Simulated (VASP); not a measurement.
# ZrH5 (P3m1) in VASP: single point with PBE

Aim: the single point of ZrH5 with PBE.

All numbers are computed with VASP 6.6.1; they aren't measurements. Logs are shortened: lines on timing, memory, paths and dates and some standing lists are left out, and cuts for length are marked.

### 1 The cell of the first run

The structure is trigonal, space group P3m1 (No. 156). The conventional cell has a = 4.085 Å, b = 4.085 Å, c = 3.837 Å, α = 90.00°, β = 90.00°, γ = 120.00°. Zr (site symmetry 3m) has 11 H at 1.92 to 2.36 Å within 2.5 Å. Within 1.6 Å of H (site symmetry 3m) lie 3 H at 1.18 Å. Within 1.6 Å of H (site symmetry m) lie 1 H at 1.18 Å. Within 2.5 Å of H (site symmetry 3m) lie 2 Zr at 1.92 Å.

### 2 Single point, PBE

INCAR reads:

```
SYSTEM = ZrH5
  PREC = Accurate
  ENCUT = 500
  EDIFF = 1E-6
  ISMEAR = 0
  SIGMA = 0.2
  LREAL = .False.
  LASPH = .True.
  NELM = 120
  ALGO = Normal
  ISIF = 2
  LWAVE = .False.
  LCHARG = .False.
  GGA = PE
  NBANDS = 18
  GGA_COMPAT = .False.
```

KPOINTS reads:

```
Automatic mesh
0
Gamma
  4 4 5
  0 0 0
```

POSCAR reads:

```
ZrH5
1.0
    4.0850424168     -0.0000000027      0.0000000000
   -2.0425212060      3.5377505099      0.0000000000
    0.0000000000      0.0000000000      3.8374465444
Zr H
1 5
Direct
    0.3333333333      0.6666666667      0.3687718778
    0.6666666667      0.3333333333      0.3364310290
    0.8333649131      0.1666350869      0.3298254041
    0.8333649131      0.6667298261      0.3298254041
    0.3332701739      0.1666350869      0.3298254041
    0.3333333333      0.6666666667     -0.1306338791
```

Potentials or basis: VASP PAW PBE potentials, release 64 (Zr_sv, H).

The run is started by

```sh
$ cat potpaw_PBE.64/Zr_sv/POTCAR potpaw_PBE.64/H/POTCAR > POTCAR
$ mpirun -np 1 vasp_std > vasp.out
```

OUTCAR:

```text
SYSTEM = ZrH5
   PREC = Accurate
   ENCUT = 500
   EDIFF = 1E-6
   ISMEAR = 0
   LREAL = .False.
   LASPH = .True.
   NELM = 120
   ISIF = 2
   GGA = PE

 ion  position               nearest neighbor table
   1  0.333  0.667  0.369-   6 1.92   6 1.92   4 2.05   5 2.05   3 2.05   3 2.05   4 2.05   5 2.05
                             2 2.36   2 2.36   2 2.36
   2  0.667  0.333  0.336-   1 2.36   1 2.36   1 2.36
   3  0.833  0.167  0.330-   1 2.05   1 2.05
   4  0.833  0.667  0.330-   1 2.05   1 2.05
   5  0.333  0.167  0.330-   1 2.05   1 2.05
   6  0.333  0.667  0.869-   1 1.92   1 1.92

  LATTYP: Found a hexagonal cell.
 ALAT       =     4.0850424168
 C/A-ratio  =     0.9393896447

  Lattice vectors:

 A1 = (   4.0850424168,  -0.0000000027,   0.0000000000)
 A2 = (  -2.0425212060,   3.5377505099,   0.0000000000)
 A3 = (   0.0000000000,   0.0000000000,   3.8374465444)

Analysis of symmetry for initial positions (statically):
=====================================================================
 Subroutine PRICEL returns:
 Original cell was already a primitive cell.

 Routine SETGRP: Setting up the symmetry group for a
 hexagonal supercell.

 Subroutine GETGRP returns: Found  6 space group operations
 (whereof  6 operations were pure point group operations)
 out of a pool of 24 trial point group operations.

The static configuration has the point symmetry C_3v.

Analysis of symmetry for dynamics (positions and initial velocities):
=====================================================================
 Subroutine PRICEL returns:
 Original cell was already a primitive cell.

 Routine SETGRP: Setting up the symmetry group for a
 hexagonal supercell.

 Subroutine GETGRP returns: Found  6 space group operations
 (whereof  6 operations were pure point group operations)
 out of a pool of 24 trial point group operations.

The dynamic configuration has the point symmetry C_3v.

 Subroutine INISYM returns: Found  6 space group operations
 (whereof  6 operations are pure point group operations),
 and found     1 'primitive' translations

----------------------------------------------------------------------------------------

                                     Primitive cell

  volume of cell :      55.4582

  direct lattice vectors                    reciprocal lattice vectors
     4.085042417 -0.000000003  0.000000000     0.244795500  0.141332748  0.000000000
    -2.042521206  3.537750510  0.000000000     0.000000000  0.282665495  0.000000000
[... 87 lines left out ...]
   NFREE  =      0    steps in history (QN), initial steepest desc. (CG)
   ISIF   =      2    stress and relaxation
   ISYM   =      2    0-nonsym 1-usesym 2-fastsym
   POTIM  = 0.5000    time-step for ionic-motion
   TEBEG  =    0.0;   TEEND  =   0.0 temperature during run
   PSTRESS=    0.0 pullay stress
   NELECT =      17.0000    total number of electrons
   NUPDOWN=      -1.0000    fix difference up-down
   EMIN   =  10.00;   EMAX   =-10.00  energy-range for DOS
   EFERMI =   0.00;   METHOD = LEGACY
   ISMEAR =     0;   SIGMA  =   0.20  broadening in eV -4-tet -1-fermi 0-gaus
   EFERMI_NEDOS =   21; number of points for ismear=-14 and -15
   IALGO  =     38    algorithm
   IMIX   =      4    mixing-type and parameters
     AMIX     =   0.40;   BMIX     =  1.00
     AMIX_MAG =   1.60;   BMIX_MAG =  1.00
  volume/ion in A,a.u.               =       9.24        62.38
  Fermi-wavevector in a.u.,A,eV,Ry     =   1.103831  2.085937 16.577910  1.218442
  Thomas-Fermi vector in A             =   2.240294
   LORBIT       =      0    0 simple, 1 ext, 2 COOP (PROOUT), +10 PAW based schemes
   GGA     = PE    functional components
   LHFCALC =     F    Hartree Fock is set to
   AEXX    =    0.0000 exact exchange contribution
   IVDW    =     0    specifies the selected vdW correction
   LEPSILON=     F    determine dielectric tensor
   LRPA    =     F    only Hartree local field effects (RPA)
 non-spin polarized calculation
 Gauss-broadening in eV      SIGMA  =   0.20
  energy-cutoff  :      500.00
  volume of cell :       55.46
 maximum number of plane-waves:      1420
 NGX is ok and might be reduce to    30
   NGX = 15   NGY = 15   NGZ = 13

 number of electron      16.9999999 magnetization

 Free energy of the ion-electron system (eV)
  ---------------------------------------------------
  ext. energy  EPLUGINS =         0.00000000
  ---------------------------------------------------
  free energy    TOTEN  =       -24.05213714 eV

  energy without entropy =      -24.01475262  energy(sigma->0) =      -24.03344488

 E-fermi :   3.3111     XC(G=0):  -8.8315

 val. band max:        3.2192470429   @ k =   0.5000  -0.0000   0.2000
 cond. band min:       3.3379958576   @ k =   0.2500   0.2500   0.4000
 fundamental gap:      0.1187488147
 Fermi energy:         3.3110542838

 k-point     1 :       0.0000    0.0000    0.0000
  band No.  band energies     occupation
      1     -46.5323      2.00000
      2     -24.5600      2.00000
      3     -24.5600      2.00000
      4     -24.4260      2.00000
      5      -7.3524      2.00000
      6      -2.2864      2.00000
[... 271 lines left out ...]
      5      -5.7219      2.00000
      6      -1.8426      2.00000
[... 10 lines left out ...]
     17      12.1924      0.00000
     18      14.0541      0.00000

------------------------ aborting loop because EDIFF is reached ----------------------------------------

  FORCE on cell =-STRESS in cart. coord.  units (eV):
  Direction    XX          YY          ZZ          XY          YZ          ZX
  --------------------------------------------------------------------------------------
  -------------------------------------------------------------------------------------
  Total        0.0271360      0.0271360      0.0876319      0.0000000      0.0000000     -0.0000000
  in kB        0.7839531      0.7839531      2.5316686      0.0000000      0.0000000     -0.0000000
  external PRESSURE =       1.3665250 kB  Pullay stress =       0.0000000 kB

 VOLUME and BASIS-vectors are now :
 -----------------------------------------------------------------------------
  energy-cutoff  :      500.00
  volume of cell :       55.46
      direct lattice vectors                 reciprocal lattice vectors
     4.085042417 -0.000000003  0.000000000     0.244795500  0.141332748  0.000000000
    -2.042521206  3.537750510  0.000000000     0.000000000  0.282665495  0.000000000
     0.000000000  0.000000000  3.837446544     0.000000000  0.000000000  0.260589949

 POSITION                                       TOTAL-FORCE (eV/Angst)
 -----------------------------------------------------------------------------------
      0.00000      2.35850      1.41514        -0.000000     -0.000000      0.008936
      2.04252      1.17925      1.29104        -0.000000      0.000000     -0.000239
      3.06398      0.58951      1.26569         0.009486     -0.005477     -0.000490
      2.04252      2.35872      1.26569         0.000000      0.010954     -0.000490
      1.02107      0.58951      1.26569        -0.009486     -0.005477     -0.000490
      0.00000      2.35850      3.33615        -0.000000      0.000000     -0.007227
 -----------------------------------------------------------------------------------
    total drift:                                0.000000     -0.000000     -0.000049

  FREE ENERGIE OF THE ION-ELECTRON SYSTEM (eV)
  ---------------------------------------------------
  free  energy   TOTEN  =       -24.0521371360 eV

  energy  without entropy=      -24.0147526215  energy(sigma->0) =      -24.03344488
```

OSZICAR:

```text
N       E                     dE             d eps       ncg     rms          rms(c)
DAV:   1     0.947602929827E+02    0.94760E+02   -0.77931E+03   504   0.811E+02
DAV:   2    -0.196299866134E+02   -0.11439E+03   -0.11002E+03   622   0.235E+02
DAV:   3    -0.264602623229E+02   -0.68303E+01   -0.67676E+01   864   0.445E+01
DAV:   4    -0.265406407340E+02   -0.80378E-01   -0.80288E-01   628   0.490E+00
DAV:   5    -0.265420200474E+02   -0.13793E-02   -0.13792E-02   690   0.499E-01    0.156E+01
DAV:   6    -0.243464301765E+02    0.21956E+01   -0.22751E+00   536   0.105E+01    0.551E+00
DAV:   7    -0.240558803079E+02    0.29055E+00   -0.67180E-01   630   0.493E+00    0.115E+00
DAV:   8    -0.240503495516E+02    0.55308E-02   -0.85995E-02   616   0.209E+00    0.583E-01
DAV:   9    -0.240519703321E+02   -0.16208E-02   -0.46576E-03   596   0.480E-01    0.168E-01
DAV:  10    -0.240520903929E+02   -0.12006E-03   -0.42721E-04   602   0.138E-01    0.349E-02
DAV:  11    -0.240521347521E+02   -0.44359E-04   -0.86155E-05   546   0.598E-02    0.163E-02
DAV:  12    -0.240521366041E+02   -0.18520E-05   -0.16438E-05   564   0.265E-02    0.401E-03
DAV:  13    -0.240521371360E+02   -0.53193E-06   -0.66162E-07   480   0.520E-03
   1 F= -.24052137E+02 E0= -.24033445E+02  d E =-.373845E-01
```

Run time: 14 s. Hardware: 1 thread of AMD EPYC 7R43 (Zen 3), shared host; peak memory 0.13 GiB.

Results:

```yaml
Free_energy: -24.0521 eV
Pressure: 0.1 GPa
Largest_force: 0.011 eV/Å
```

Forces in eV/Å, atoms in the order of the input:
```
Zr   0.000  0.000  0.009
H    0.000  0.000  0.000
H    0.009 -0.005  0.000
H    0.000  0.011  0.000
H   -0.009 -0.005  0.000
H    0.000  0.000 -0.007
```

Caveat: the k points lie up to 0.44 Å⁻¹ apart.
